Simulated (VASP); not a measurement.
Si8O17 (a cell with a defect): single point with PBE

The system is Si8O17 (a cell with a defect).

```
Si O
1.0
    -4.17730   -4.17730    0.00000
     4.17730   -4.17730    0.00000
     0.00000    0.00000    5.33100
Si O
8 17
Direct
  0.51280 0.48818 0.00805
  0.00592 0.49659 0.24955
  0.51273 0.48827 0.49118
  0.00947 0.49727 0.74953
  0.98529 0.00454 0.00199
  0.48771 0.00110 0.24961
  0.98534 0.00458 0.49711
  0.47157 0.02151 0.74959
  0.20177 0.47932 0.00415
  0.96810 0.19504 0.24954
  0.81457 0.50337 0.00123
  0.00230 0.80527 0.24959
  0.20173 0.47913 0.49493
  0.98340 0.19610 0.74958
  0.81455 0.50338 0.49787
  0.98022 0.81068 0.74955
  0.67626 0.99196 0.99675
  0.49228 0.69273 0.24962
  0.28798 0.04427 0.01691
  0.52364 0.30449 0.24959
  0.67625 0.99193 0.50242
  0.54838 0.66540 0.74975
  0.28787 0.04456 0.48216
  0.51037 0.30373 0.74956
  0.32804 0.76721 0.74907
```

```
Program             : VASP 6.6.1
Task                : single point
Functional          : PBE
Potentials or basis : VASP PAW PBE potentials, release 64 (Si, O)
Cutoff              : 520 eV
k mesh              : 2 × 2 × 2
Occupations         : gaussian, width 0.05 eV
Spin                : collinear spin, zero start
Starting moments    : [0.0, 0.0, 0.0, 0.0, 0.0, 0.0, 0.0, 0.0, 0.0, 0.0, 0.0, 0.0, 0.0, 0.0, 0.0, 0.0, 0.0, 0.0, 0.0, 0.0, 0.0, 0.0, 0.0, 0.0, 0.0] μB
```

```yaml
Pressure: 25.8 GPa
Largest_force: 1.339 eV/Å
Band_gap_on_the_k_mesh: 4.27 eV
Net_moment: 0.00 μB per cell
Valence_electrons_inside_the_program's_atomic_spheres: Si 1.51, 1.48, 1.50, 1.44, 1.47, 1.49 (each value once); O 5.23, 5.28, 5.27, 5.22, 5.26, 5.32, 5.18, 5.31, 5.10 (each value once)
```

Forces in eV/Å, atoms in the order of the input:
```
Si  -0.082  0.079  0.032
Si   0.000  0.034  0.001
Si  -0.090  0.077 -0.035
Si   0.253  0.129  0.002
Si  -0.008  0.108 -0.057
Si   0.047  0.146 -0.002
Si  -0.005  0.111  0.057
Si   0.302 -0.122 -0.007
O    0.206 -0.193 -0.168
O    0.078  0.057 -0.004
O    0.004  0.099  0.054
O    0.026  0.105 -0.001
O    0.210 -0.192  0.170
O    0.078  0.081  0.001
O    0.004  0.101 -0.054
O   -0.270 -0.042 -0.003
O    0.044  0.154 -0.036
O    0.017  0.054  0.001
O    0.270  0.053  0.066
O   -0.001  0.146  0.004
O    0.046  0.155  0.039
O   -0.803 -0.049 -0.004
O    0.264  0.050 -0.065
O    0.026  0.048  0.003
O   -0.617 -1.189  0.005
```

Stress tensor (GPa, compression positive):
```
 30.73 -11.20  -0.02
-11.20  22.59   0.00
 -0.02   0.00  24.19
```

Levels at points of the mesh, in eV from the valence-band top:
Spin up:
| k point | band 64 | band 65 | band 66 | band 67 | band 68 | band 69 | band 70 | band 71 |
| --- | --- | --- | --- | --- | --- | --- | --- | --- |
| (0.00, 0.00, 0.00) | -1.36 | -1.08 | -0.53 | -0.42 | 4.43 | 5.07 | 6.02 | 6.75 |
| (0.50, 0.00, 0.00) | -1.62 | -1.27 | -0.76 | -0.39 | 4.27 | 6.12 | 6.55 | 6.84 |
| (0.00, 0.50, 0.00) | -1.79 | -1.22 | -0.86 | 0.00 | 4.48 | 5.88 | 6.30 | 7.00 |
| (0.50, 0.50, 0.00) | -1.68 | -1.22 | -0.75 | -0.10 | 4.27 | 6.61 | 6.90 | 7.15 |
| (0.00, 0.00, 0.50) | -1.55 | -1.35 | -0.75 | -0.32 | 4.60 | 6.81 | 7.06 | 7.52 |
| (0.50, 0.00, 0.50) | -1.37 | -1.33 | -0.62 | -0.41 | 4.41 | 7.02 | 7.38 | 7.50 |
| (0.00, 0.50, 0.50) | -1.46 | -1.37 | -1.00 | -0.19 | 4.59 | 7.15 | 7.21 | 7.40 |
| (0.50, 0.50, 0.50) | -1.64 | -1.55 | -0.81 | -0.19 | 4.42 | 7.85 | 8.04 | 8.17 |
Spin down:
```
           k point  band 64  band 65  band 66  band 67  band 68  band 69  band 70  band 71
(0.00, 0.00, 0.00)    -1.36    -1.08    -0.53    -0.42     4.43     5.07     6.02     6.75
(0.50, 0.00, 0.00)    -1.62    -1.27    -0.76    -0.39     4.27     6.12     6.55     6.84
(0.00, 0.50, 0.00)    -1.79    -1.22    -0.86     0.00     4.48     5.88     6.30     7.00
(0.50, 0.50, 0.00)    -1.68    -1.22    -0.75    -0.10     4.27     6.61     6.90     7.15
(0.00, 0.00, 0.50)    -1.55    -1.35    -0.75    -0.32     4.60     6.81     7.06     7.52
(0.50, 0.00, 0.50)    -1.37    -1.33    -0.62    -0.41     4.41     7.02     7.38     7.50
(0.00, 0.50, 0.50)    -1.46    -1.37    -1.00    -0.19     4.59     7.15     7.21     7.40
(0.50, 0.50, 0.50)    -1.64    -1.55    -0.81    -0.19     4.42     7.85     8.04     8.17
```

Run time: 4.2 min on 1 thread of AMD EPYC 9R45 96-Core Processor (Zen 5), on a shared host, peak memory 0.41 GiB.

Caveat: the k points lie up to 0.59 Å⁻¹ apart.
